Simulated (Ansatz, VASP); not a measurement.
**HgTe: VASP beside Ansatz**

Contents of INCAR:

```
PREC = Accurate ; ENCUT = 500
EDIFF = 1E-6 ; ISMEAR = 0
SIGMA = 0.05 ; LREAL = False
LASPH = True ; NELM = 120
ALGO = Normal ; ISIF = 2
LWAVE = False ; LCHARG = False
GGA = PE ; NBANDS = 16
GGA_COMPAT = False
```

The input KPOINTS:

```
Automatic mesh
0
Gamma
  6 6 6
```

POSCAR

```
HgTe
1.0
    0.0000000000      3.2599372861      3.2599372861
    3.2599372861      0.0000000000      3.2599372861
    3.2599372861      3.2599372861      0.0000000000
Hg Te
1 1
Direct
    0.0000000000      0.0000000000      0.0000000000
    0.2500000000      0.2500000000      0.2500000000
```

Input for Ansatz:

```yaml
crystal:
  lattice:
    - [0.0, 3.2599372861, 3.2599372861]
    - [3.2599372861, 0.0, 3.2599372861]
    - [3.2599372861, 3.2599372861, 0.0]
  atoms:
    - { symbol: Hg, position: [0.0, 0.0, 0.0] }
    - { symbol: Te, position: [0.25, 0.25, 0.25] }
basis:
  ecutwfc: 420
  ecutrho_ratio: 4
kpoints:
  mp_grid: { grid: [6, 6, 6] }
hamiltonian:
  xc: pbe
scf:
  occupations: { method: gaussian, width: 0.05 }
output:
  forces: true
  stress: true
  eigenvalues: true
```

Alike in both runs: task single point; functional PBE; k mesh 6 × 6 × 6; occupations gaussian, width 0.05 eV; no spin polarisation.

```csv
,VASP,Ansatz
version,VASP 6.6.1,Ansatz 0.2.0
potentials or method,"VASP PAW PBE potentials, release 64 (Hg, Te), cutoff 500 eV","scalar-relativistic, plane waves, PAW"
valence electrons in the cell,18,36
```

```tsv
	VASP	Ansatz	Ansatz less VASP
gap on the k mesh at the Fermi level (eV)	none	none	-
pressure (GPa)	2.5	2.4	-0.06
```

A gap of «none» marks a metal or a gap that the smearing closes. VASP's potentials hold 18 valence electrons a cell and Ansatz's 36, so a difference there can come from the potentials and not from the codes.

Neither program's run includes spin-orbit coupling.
